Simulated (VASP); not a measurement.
## MgSe: single point with PBE

MgSe:

```
CELL_PARAMETERS angstrom
0.00000 2.77261 2.77261
2.77261 0.00000 2.77261
2.77261 2.77261 0.00000
ATOMIC_POSITIONS crystal
Mg 0.00000 0.00000 0.00000
Se 0.50000 0.50000 0.50000
```

This cell differs from its parent crystal: S replaced by Se, lengths x 1.037, strained.

| Quantity | Value |
| --- | --- |
| Program | VASP 6.6.1 |
| Task | single point |
| Functional | PBE |
| Potentials or basis | VASP PAW PBE potentials, release 64 (Mg, Se) |
| Cutoff | 600 eV |
| k mesh | 8 × 8 × 8 |
| Occupations | gaussian, width 0.02 eV |
| Spin | no spin polarisation |

```
Pressure               : -1.3 GPa
Band gap on the k mesh : 1.71 eV, indirect (least direct gap 2.26 eV)
```

Levels at points of the mesh, in eV from the valence-band top:
```
           k point  band 2  band 3  band 4  band 5  band 6  band 7
(0.00, 0.00, 0.00)    0.00    0.00    0.00    2.26    7.43    7.43
(0.50, 0.00, 0.00)   -4.68   -0.53   -0.53    3.76    6.03    6.03
(0.50, 0.50, 0.00)   -3.99   -1.66   -1.66    1.71    4.10   11.25
```

Run time: 11 s on 1 thread of Intel(R) Xeon(R) Platinum 8488C (Sapphire Rapids) (shared host), peak memory 0.18 GiB.

Caveat: the cell differs from its parent crystal (S replaced by Se, lengths x 1.037, strained). A k mesh can miss the band edges.
